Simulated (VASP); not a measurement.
Set up this calculation in VASP 6.6.1, as the native input.

| Item | Value |
| --- | --- |
| Task | single point |
| Functional | PBEsol |
| Potentials or basis | VASP PAW PBE potentials, release 64 (Si, Ge_d) |
| Cutoff | 520 eV |
| k mesh | 12 × 12 × 8 |
| Occupations | gaussian, width 0.1 eV |
| Spin | no spin polarisation |
| Dipole correction | no |
| Further INCAR settings | ALGO = Normal; EDIFF = 1e-06; NBANDS = 26 |

The structure of SiGe lies in POSCAR:

```
SiGe
1.0
    3.4348984841      0.0000000000      0.0000000000
   -1.7174492421      2.9747093467      0.0000000000
    0.0000000000      0.0000000000      5.8387621597
Si Ge
2 2
Direct
    0.6666666667      0.3333333333      0.8700682146
    0.3333333333      0.6666666667      0.3700682146
    0.6666666667      0.3333333333      0.5049307854
    0.3333333333      0.6666666667      0.0049307854
```

One way to write it, as run:

INCAR

```
SYSTEM = SiGe
PREC = Accurate
ENCUT = 520
EDIFF = 1E-6
ISMEAR = 0
SIGMA = 0.1
LREAL = .FALSE.
LASPH = .TRUE.
NELM = 100
ALGO = Normal
ISIF = 2
LWAVE = .FALSE.
LCHARG = .FALSE.
GGA = PS
NBANDS = 26
```

KPOINTS

```
Automatic mesh
0
G
  12 12 8
  0 0 0
```

Potentials or basis: VASP PAW PBE potentials, release 64 (Si, Ge_d).

Run with:

```sh
$ cat potpaw_PBE.64/Si/POTCAR potpaw_PBE.64/Ge_d/POTCAR > POTCAR
$ mpirun -np 1 vasp_std > vasp.out
```

It gave:

| Quantity | Value |
| --- | --- |
| Pressure | 59.9 GPa |
| Band gap on the k mesh | zero (bands 18 and 19 overlap by 0.96 eV) |

Caveat: the cell stands under pressure; the PAW data sets were made with another functional, which shifts forces and pressure a little.

It took 98 s on 1 thread of Intel(R) Xeon(R) Platinum 8259CL CPU @ 2.50GHz (Skylake/Cascade Lake), on a shared host, peak memory 0.26 GiB.
